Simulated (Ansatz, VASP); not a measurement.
**One calculation of SiW6, two programs**

The input INCAR:

```
SYSTEM = SiW6
PREC = Accurate
ENCUT = 520
EDIFF = 1E-6
ISMEAR = 0
SIGMA = 0.1
LREAL = .FALSE.
LASPH = .TRUE.
NELM = 80
ALGO = Normal
ISIF = 2
LWAVE = .FALSE.
LCHARG = .FALSE.
LDIPOL = .TRUE.
IDIPOL = 3
DIPOL = 0.5 0.5 0.322
GGA = PE
IVDW = 12
NBANDS = 53
```

File KPOINTS:

```
regular mesh
0
G
  6 6 1
  0 0 0
```

POSCAR

```
SiW6
1.0
    4.4682526324      0.0000000000      0.0000000000
   -2.2341263162      3.8696202902      0.0000000000
    0.0000000000      0.0000000000     21.7259061349
W Si
6 1
Direct
    0.6666666667      0.3333333333      0.1841119986
    0.3333333333      0.6666666667      0.2260931360
    0.0000000000      0.0000000000      0.2680742733
    0.6666666667      0.3333333333      0.3070897866
    0.3333333333      0.6666666667      0.3466976876
    0.0000000000      0.0000000000      0.3832248047
    0.2222222222      0.6666666667      0.5397200035
```

Input for Ansatz:

```yaml
crystal:
  lattice:
    - [4.4682526324, 0.0, 0.0]
    - [-2.2341263162, 3.8696202902, 0.0]
    - [0.0, 0.0, 21.7259061349]
  atoms:
    - { symbol: W, position: [0.6666666667, 0.3333333333, 0.1841119986] }
    - { symbol: W, position: [0.3333333333, 0.6666666667, 0.226093136] }
    - { symbol: W, position: [0.0, 0.0, 0.2680742733] }
    - { symbol: W, position: [0.6666666667, 0.3333333333, 0.3070897866] }
    - { symbol: W, position: [0.3333333333, 0.6666666667, 0.3466976876] }
    - { symbol: W, position: [0.0, 0.0, 0.3832248047] }
    - { symbol: Si, position: [0.2222222222, 0.6666666667, 0.5397200035] }
basis:
  ecutwfc: 420
kpoints:
  mp_grid: { grid: [6, 6, 1] }
hamiltonian:
  xc: pbe
  pseudopotentials: { kind: paw, azcp: { folder: soft_1 } }
  dispersion: d3bj
scf:
  occupations: { method: gaussian, width: 0.1 }
output:
  forces: true
  eigenvalues: true
efield:
  axis: 3
  dipole_correction: true
  ramp_width: 0.04
```

Alike in both runs: task single point; functional PBE; dispersion D3(BJ); k mesh 6 × 6 × 1; occupations gaussian, width 0.1 eV; no spin polarisation.

```csv
,VASP,Ansatz
version,VASP 6.6.1,Ansatz 0.2.0
potentials or method,"VASP PAW PBE potentials, release 64 (W_sv, Si), cutoff 520 eV","scalar-relativistic, plane waves, PAW"
valence electrons in the cell,88,88
```

VASP gave:

* gap on the k mesh at the Fermi level (eV): none
* rms of the force components (eV/Å): 1.413

**Question.** Estimate Ansatz's values.

**Answer.** gap on the k mesh at the Fermi level (eV): none; rms of the force components (eV/Å): 1.402.

Atom by atom the forces differ by 0.021 eV/Å (rms over components). A gap of «none» marks a metal or a gap that the smearing closes. Ansatz's warnings: dispersion switch in reach, vacuum below fermi.

Spin-orbit coupling is off throughout.
